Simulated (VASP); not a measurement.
# LiFeN (P-6m2) in VASP: notebook

LiFeN is run at these levels: PBE; tasks: single point.

Everything below comes from runs of VASP 6.6.1. Logs are shortened: lines on timing, memory, paths and dates and some standing lists are left out, and cuts for length are marked.

**1. The cell of the first run**

It takes space group P-6m2 (No. 187, hexagonal). The conventional cell has a = 3.101 Å, b = 3.101 Å, c = 4.145 Å, α = 90.00°, β = 90.00°, γ = 120.00°. Within 2.4 Å of Fe (site symmetry -6m2) lie 3 N at 1.79 Å. N (site symmetry -6m2) has 3 Fe at 1.79 Å and 2 Li at 2.07 Å within 2.4 Å. Within 2.7 Å of Li (site symmetry -6m2) lie 2 N at 2.07 Å.

**2. Single point, PBE**

Contents of INCAR:

```
PREC = Accurate
ENCUT = 520
EDIFF = 1E-6
ISMEAR = -1
SIGMA = 0.05
LREAL = F
LASPH = T
NELM = 100
ALGO = Normal
ISIF = 2
LWAVE = F
LCHARG = F
GGA = PE
NBANDS = 15
```

Contents of KPOINTS:

```
Automatic mesh
0
Gamma
  10 10 7
```

Contents of POSCAR:

```
LiFeN
1.0
    3.1006003459      0.0000000000      0.0000000000
   -1.5503001729      2.6851986665      0.0000000000
    0.0000000000      0.0000000000      4.1453390000
Fe N Li
1 1 1
Direct
    0.3333333333      0.6666666667      0.5000000000
    0.0000000000      0.0000000000      0.5000000000
    0.0000000000      0.0000000000      0.0000000000
```

Potentials or basis: VASP PAW PBE potentials, release 64 (Fe, N, Li_sv).

The run is started by

```
cat potpaw_PBE.64/Fe/POTCAR potpaw_PBE.64/N/POTCAR potpaw_PBE.64/Li_sv/POTCAR > POTCAR
mpirun -np 1 vasp_std > vasp.out
```

OUTCAR:

```text
PREC = Accurate
   ENCUT = 520
   EDIFF = 1E-6
   ISMEAR = -1
   LREAL = F
   LASPH = T
   NELM = 100
   ISIF = 2
   GGA = PE

 ion  position               nearest neighbor table
   1  0.333  0.667  0.500-   2 1.79   2 1.79   2 1.79   3 2.74   3 2.74   3 2.74   3 2.74   3 2.74
                             3 2.74
   2  0.000  0.000  0.500-   1 1.79   1 1.79   1 1.79   3 2.07   3 2.07
   3  0.000  0.000  0.000-   2 2.07   2 2.07   1 2.74   1 2.74   1 2.74   1 2.74   1 2.74   1 2.74

  LATTYP: Found a hexagonal cell.
 ALAT       =     3.1006003459
 C/A-ratio  =     1.3369472159

  Lattice vectors:

 A1 = (   3.1006003459,   0.0000000000,   0.0000000000)
 A2 = (  -1.5503001729,   2.6851986665,   0.0000000000)
 A3 = (   0.0000000000,   0.0000000000,   4.1453390000)

Analysis of symmetry for initial positions (statically):
=====================================================================
 Subroutine PRICEL returns:
 Original cell was already a primitive cell.

 Routine SETGRP: Setting up the symmetry group for a
 hexagonal supercell.

 Subroutine GETGRP returns: Found 12 space group operations
 (whereof 12 operations were pure point group operations)
 out of a pool of 24 trial point group operations.

The static configuration has the point symmetry D_3h.

Analysis of symmetry for dynamics (positions and initial velocities):
=====================================================================
 Subroutine PRICEL returns:
 Original cell was already a primitive cell.

 Routine SETGRP: Setting up the symmetry group for a
 hexagonal supercell.

 Subroutine GETGRP returns: Found 12 space group operations
 (whereof 12 operations were pure point group operations)
 out of a pool of 24 trial point group operations.

The dynamic configuration has the point symmetry D_3h.

 Subroutine INISYM returns: Found 12 space group operations
 (whereof 12 operations are pure point group operations),
 and found     1 'primitive' translations

----------------------------------------------------------------------------------------

                                     Primitive cell

  volume of cell :      34.5130

  direct lattice vectors                    reciprocal lattice vectors
     3.100600346  0.000000000  0.000000000     0.322518186  0.186205962  0.000000000
    -1.550300173  2.685198666  0.000000000     0.000000000  0.372411923  0.000000000
     0.000000000  0.000000000  4.145339000     0.000000000  0.000000000  0.241234794

  length of vectors
     3.100600346  3.100600346  4.145339000     0.372411923  0.372411923  0.241234794

  position of ions in fractional coordinates (direct lattice)
     0.333333333  0.666666667  0.500000000
     0.000000000  0.000000000  0.500000000
     0.000000000  0.000000000  0.000000000

  ion indices of the primitive-cell ions
   primitive index   ion index
                 1           1
                 2           2
                 3           3

----------------------------------------------------------------------------------------

 KPOINTS: Automatic mesh

Automatic generation of k-mesh.
 Grid dimensions read from file:
 generate k-points for:   10   10    7

 Generating k-lattice:

  Cartesian coordinates                     Fractional coordinates (reciprocal lattice)
     0.032251819  0.018620596  0.000000000     0.100000000  0.000000000  0.000000000
     0.000000000  0.037241192  0.000000000     0.000000000  0.100000000  0.000000000
     0.000000000  0.000000000  0.034462113     0.000000000  0.000000000  0.142857143

  Length of vectors
     0.037241192  0.037241192  0.034462113

  Shift w.r.t. Gamma in fractional coordinates (k-lattice)
     0.000000000  0.000000000  0.000000000

 Subroutine IBZKPT returns following result:
 ===========================================

 Found     56 irreducible k-points:

 Following reciprocal coordinates:
            Coordinates               Weight
  0.000000  0.000000  0.000000      1.000000
  0.100000  0.000000  0.000000      6.000000
  0.200000  0.000000  0.000000      6.000000
  0.300000  0.000000  0.000000      6.000000
  0.400000  0.000000  0.000000      6.000000
  0.500000  0.000000  0.000000      3.000000
[... 16 lines left out ...]
  0.300000  0.100000  0.142857     24.000000
  0.400000  0.100000  0.142857     24.000000
 [... further k-points ...]
   k-points           NKPTS =     56   k-points in BZ     NKDIM =     56   number of bands    NBANDS=     15
   number of dos      NEDOS =    301   number of ions     NIONS =      3
   total plane-waves  NPLWV =  18432
   dimension x,y,z NGX =    24 NGY =   24 NGZ =   32
   dimension x,y,z NGXF=    48 NGYF=   48 NGZF=   64
   ions per type =               1   1   1
   NGX,Y,Z   is equivalent  to a cutoff of  12.87, 12.87, 12.83 a.u.
   NGXF,Y,Z  is equivalent  to a cutoff of  25.74, 25.74, 25.67 a.u.
 SYSTEM =  unknown system
   PREC   = accura    normal or accurate (medium, high low for compatibility)
   ISTART =      0    job   : 0-new  1-cont  2-samecut
   ICHARG =      2    charge: 1-file 2-atom 10-const
   ISPIN  =      1    spin polarized calculation?
   LNONCOLLINEAR =      F non collinear calculations
   LSORBIT =      F    spin-orbit coupling
   LASPH  =      T    aspherical Exc in radial PAW
   ENCUT  =  520.0 eV  38.22 Ry    6.18 a.u.   5.77  5.77  7.71*2*pi/ulx,y,z
   NELM   =    100;   NELMIN=  2; NELMDL= -5     # of ELM steps
   EDIFF  = 0.1E-05   stopping-criterion for ELM
   LREAL  =      F    real-space projection
   EDIFFG = 0.1E-04   stopping-criterion for IOM
   NSW    =      0    number of steps for IOM
   IBRION =     -1    ionic relax: 0-MD 1-quasi-New 2-CG
   NFREE  =      0    steps in history (QN), initial steepest desc. (CG)
   ISIF   =      2    stress and relaxation
   ISYM   =      2    0-nonsym 1-usesym 2-fastsym
   POTIM  = 0.5000    time-step for ionic-motion
   TEBEG  =    0.0;   TEEND  =   0.0 temperature during run
   PSTRESS=    0.0 pullay stress
   NELECT =      16.0000    total number of electrons
   NUPDOWN=      -1.0000    fix difference up-down
   EMIN   =  10.00;   EMAX   =-10.00  energy-range for DOS
   EFERMI =   0.00;   METHOD = LEGACY
   ISMEAR =    -1;   SIGMA  =   0.05  broadening in eV -4-tet -1-fermi 0-gaus
   EFERMI_NEDOS =   21; number of points for ismear=-14 and -15
   IALGO  =     38    algorithm
   IMIX   =      4    mixing-type and parameters
     AMIX     =   0.40;   BMIX     =  1.00
     AMIX_MAG =   1.60;   BMIX_MAG =  1.00
  volume/ion in A,a.u.               =      11.50        77.63
  Fermi-wavevector in a.u.,A,eV,Ry     =   1.267031  2.394342 21.842368  1.605369
  Thomas-Fermi vector in A             =   2.400201
   LORBIT       =      0    0 simple, 1 ext, 2 COOP (PROOUT), +10 PAW based schemes
   GGA     = PE    functional components
   LHFCALC =     F    Hartree Fock is set to
   AEXX    =    0.0000 exact exchange contribution
   IVDW    =     0    specifies the selected vdW correction
   LEPSILON=     F    determine dielectric tensor
   LRPA    =     F    only Hartree local field effects (RPA)
 non-spin polarized calculation
  energy-cutoff  :      520.00
  volume of cell :       34.51
 maximum number of plane-waves:       944
 NGX is ok and might be reduce to    24
   NGX = 11   NGY = 11   NGZ = 15

 number of electron      15.9999985 magnetization

 Free energy of the ion-electron system (eV)
  ---------------------------------------------------
  ext. energy  EPLUGINS =         0.00000000
  ---------------------------------------------------
  free energy    TOTEN  =       -18.94409287 eV

  energy without entropy =      -18.92661023  energy(sigma->0) =      -18.93535155

 E-fermi :   3.8082     XC(G=0): -10.2458

 val. band max:        3.8049121566   @ k =   0.4000   0.2000   0.1429
 cond. band min:       3.8138062912   @ k =   0.4000   0.2000   0.2857
 fundamental gap:      0.0088941346
 Fermi energy:         3.8082434524

 k-point     1 :       0.0000    0.0000    0.0000
  band No.  band energies     occupation
      1     -41.9750      2.00000
      2     -12.4772      2.00000
      3      -2.4581      2.00000
      4      -2.4581      2.00000
      5      -1.0819      2.00000
      6       1.1332      2.00000
      7       3.0244      2.00000
      8       3.0244      2.00000
      9       6.0664      0.00000
     10       7.5484      0.00000
     11       7.5484      0.00000
     12      12.0183      0.00000
     13      13.1446      0.00000
     14      17.4034      0.00000
     15      17.4035      0.00000

 k-point     2 :       0.1000    0.0000    0.0000
  band No.  band energies     occupation
      1     -41.9740      2.00000
      2     -12.3822      2.00000
      3      -2.5437      2.00000
      4      -2.3341      2.00000
      5      -1.1188      2.00000
      6       1.2198      2.00000
      7       3.0035      2.00000
      8       3.1720      1.99999
      9       6.0674      0.00000
     10       7.2177      0.00000
     11       7.2601      0.00000
     12      11.9189      0.00000
     13      13.3007      0.00000
     14      15.8885      0.00000
     15      16.4905      0.00000

 k-point     3 :       0.2000    0.0000    0.0000
  band No.  band energies     occupation
      1     -41.9712      2.00000
      2     -12.1276      2.00000
      3      -2.7192      2.00000
      4      -1.9808      2.00000
      5      -1.2028      2.00000
      6       1.4472      2.00000
      7       2.9490      2.00000
      8       3.5540      1.98770
      9       5.5307      0.00000
     10       6.3807      0.00000
     11       7.0158      0.00000
     12      11.6750      0.00000
     13      13.2292      0.00000
     14      14.5772      0.00000
     15      15.5749      0.00000

 k-point     4 :       0.3000    0.0000    0.0000
  band No.  band energies     occupation
      1     -41.9677      2.00000
      2     -11.8004      2.00000
      3      -2.8329      2.00000
      4      -1.4655      2.00000
      5      -1.2858      2.00000
      6       1.7380      2.00000
      7       2.8823      2.00000
      8       4.0219      0.02748
      9       4.2744      0.00018
     10       5.3527      0.00000
     11       7.3069      0.00000
     12      11.4258      0.00000
     13      11.7966      0.00000
     14      14.8525      0.00000
     15      15.1148      0.00000
[... 307 lines left out ...]
 k-point    22 :       0.2000    0.1000    0.1429
  band No.  band energies     occupation
      1     -41.9689      2.00000
      2     -11.9236      2.00000
      3      -2.7613      2.00000
      4      -1.6710      2.00000
      5      -1.2881      2.00000
      6       1.8098      2.00000
      7       2.8343      2.00000
      8       3.8721      0.43605
      9       4.8195      0.00000
     10       5.5695      0.00000
     11       7.0440      0.00000
     12      11.0575      0.00000
     13      12.8115      0.00000
     14      14.9435      0.00000
     15      15.1077      0.00000

 k-point    23 :       0.3000    0.1000    0.1429
  band No.  band energies     occupation
      1     -41.9658      2.00000
      2     -11.6233      2.00000
      3      -2.7396      2.00000
      4      -1.3113      2.00000
      5      -1.1597      2.00000
      6       2.0244      2.00000
      7       2.7276      2.00000
      8       3.4785      1.99727
      9       4.3502      0.00004
     10       4.6929      0.00000
     11       7.2582      0.00000
     12      10.5851      0.00000
     13      12.1063      0.00000
     14      14.3267      0.00000
     15      15.5571      0.00000

 k-point    24 :       0.4000    0.1000    0.1429
  band No.  band energies     occupation
      1     -41.9639      2.00000
      2     -11.4331      2.00000
      3      -2.6301      2.00000
      4      -1.3198      2.00000
      5      -0.7755      2.00000
      6       2.1024      2.00000
      7       2.6404      2.00000
      8       2.6949      2.00000
      9       4.0915      0.00691
     10       4.6223      0.00000
     11       7.5265      0.00000
     12       9.7815      0.00000
     13      12.2895      0.00000
     14      13.8861      0.00000
     15      15.4346      0.00000

 [... further k-points ...]
[... 5 lines left out ...]
  --------------------------------------------------------------------------------------
  -------------------------------------------------------------------------------------
  Total        0.0905953      0.0905953     -0.1470621      0.0000000      0.0000000      0.0000000
  in kB        4.2056569      4.2056569     -6.8269857      0.0000000      0.0000000      0.0000000
  external PRESSURE =       0.5281094 kB  Pullay stress =       0.0000000 kB

 VOLUME and BASIS-vectors are now :
 -----------------------------------------------------------------------------
  energy-cutoff  :      520.00
  volume of cell :       34.51
      direct lattice vectors                 reciprocal lattice vectors
     3.100600346  0.000000000  0.000000000     0.322518186  0.186205962  0.000000000
    -1.550300173  2.685198666  0.000000000     0.000000000  0.372411923  0.000000000
     0.000000000  0.000000000  4.145339000     0.000000000  0.000000000  0.241234794

 POSITION                                       TOTAL-FORCE (eV/Angst)
 -----------------------------------------------------------------------------------
     -0.00000      1.79013      2.07267         0.000000     -0.000000      0.000000
      0.00000      0.00000      2.07267        -0.000000      0.000000      0.000000
      0.00000      0.00000      0.00000        -0.000000      0.000000      0.000000
 -----------------------------------------------------------------------------------
    total drift:                               -0.000001      0.000001     -0.000000

  FREE ENERGIE OF THE ION-ELECTRON SYSTEM (eV)
  ---------------------------------------------------
  free  energy   TOTEN  =       -18.9440928698 eV

  energy  without entropy=      -18.9266102335  energy(sigma->0) =      -18.93535155
```

Run time: 33 s. Hardware: 1 thread of Intel Xeon 8259CL, shared host; peak memory 0.17 GiB.

What came out:

| Property | Result |
| --- | --- |
| Free energy | -18.9441 eV |
| Band gap on the k mesh | zero (band 8 reaches 4.02 eV, above the bottom of band 9 at 3.70 eV) |

Levels at points of the mesh, in eV from the Fermi level:
| k point | band 4 | band 5 | band 6 | band 7 | band 8 | band 9 | band 10 | band 11 | band 12 | band 13 |
| --- | --- | --- | --- | --- | --- | --- | --- | --- | --- | --- |
| (0.00, 0.00, 0.00) | -6.27 | -4.89 | -2.68 | -0.78 | -0.78 | 2.26 | 3.74 | 3.74 | 8.21 | 9.34 |
| (0.50, 0.00, 0.00) | -5.17 | -4.51 | -1.74 | -1.11 | -1.00 | 0.29 | 0.73 | 4.25 | 6.04 | 7.47 |

Caveat: the cutoff is under 1.25 times the usual one of these potentials, so pressure, stress and relaxed cells hold a basis-set (Pulay) error; the run has no spin polarisation, though such a crystal can be magnetic. Spin polarisation is off, so any magnetic state and its effect on volume and gap are missing.

**3. Single point, PBE, collinear spin, ferromagnetic start**

Contents of INCAR:

```
SYSTEM = LiFeN
PREC = Accurate ; ENCUT = 520
EDIFF = 1E-7 ; ISMEAR = -1
SIGMA = 0.05 ; LREAL = .FALSE.
LASPH = .TRUE. ; NELM = 150
ALGO = Normal ; ISIF = 2
LWAVE = .FALSE. ; LCHARG = .FALSE.
ISPIN = 2 ; MAGMOM = 3 0 0
LORBIT = 11 ; LMAXMIX = 4
GGA = PE ; NBANDS = 19
```

Contents of KPOINTS:

```
Automatic mesh
0
G
  10 10 7
  0 0 0
```

POSCAR is that of step 2.

Potentials or basis: VASP PAW PBE potentials, release 64 (Fe, N, Li_sv).

The run is started by

```
cat potpaw_PBE.64/Fe/POTCAR potpaw_PBE.64/N/POTCAR potpaw_PBE.64/Li_sv/POTCAR > POTCAR
mpirun -np 1 vasp_std > vasp.out
```

Run time: 3 min. Hardware: 1 thread of Intel Xeon 8259CL, shared host; peak memory 0.2 GiB.

Results (log left out):

- Free energy: -18.9441 eV
- Band gap on the k mesh: zero (filled and empty bands overlap)
- Net moment: 0.01 μB per cell
- Valence electrons inside the program's atomic spheres: Fe 7.68; N 3.72; Li 2.09

Levels at points of the mesh, in eV from the Fermi level:
Spin up:
```tsv
k point	band 5	band 6	band 7	band 8	band 9	band 10	band 11	band 12
(0.00, 0.00, 0.00)	-4.89	-2.68	-0.79	-0.79	2.26	3.74	3.74	8.21
(0.50, 0.00, 0.00)	-4.51	-1.74	-1.11	-1.00	0.28	0.73	4.25	6.04
```
Spin down:
```
           k point  band 6  band 7  band 8  band 9  band 10  band 11
(0.00, 0.00, 0.00)   -2.67   -0.78   -0.78    2.26     3.74     3.74
(0.50, 0.00, 0.00)   -1.74   -1.11   -1.00    0.29     0.74     4.25
```

Caveat: the cutoff is under 1.25 times the usual one of these potentials, so pressure, stress and relaxed cells hold a basis-set (Pulay) error; the starting moments collapsed, and a magnetic state may lie lower. With open d or f shells a metallic result of PBE can be an artefact of self-interaction; +U or a hybrid may open a gap.
